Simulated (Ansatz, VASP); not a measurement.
# Ge in VASP and in Ansatz

```
Ge
1.0
     5.24058    0.00000    0.00000
     0.00000    5.24058    0.00000
     0.00000    0.00000    2.65536
Ge
3
Cartesian
  0.0000 0.0000 0.0000
  0.0000 2.6203 0.0000
  2.6203 0.0000 0.0000
```

Alike in both runs: functional PBE; k mesh 10 × 10 × 18; occupations gaussian, width 0.1 eV; no spin polarisation.

Ansatz relaxed the structure, and its values are those at the end. VASP's run is a single point on that final structure, the one shown.

|  | VASP | Ansatz |
| --- | --- | --- |
| version | VASP 6.6.1 | Ansatz 0.2.0 |
| potentials or method | VASP PAW PBE potentials, release 64 (Ge_d), cutoff 520 eV | scalar-relativistic, plane waves, PAW |
| valence electrons in the cell | 42 | 42 |

|  | VASP | Ansatz | Ansatz less VASP |
| --- | --- | --- | --- |
| gap on the k mesh at the Fermi level (eV) | none | none | - |
| pressure (GPa) | 0.1 | 0.0 | -0.14 |

A gap of «none» marks a metal or a gap that the smearing closes.
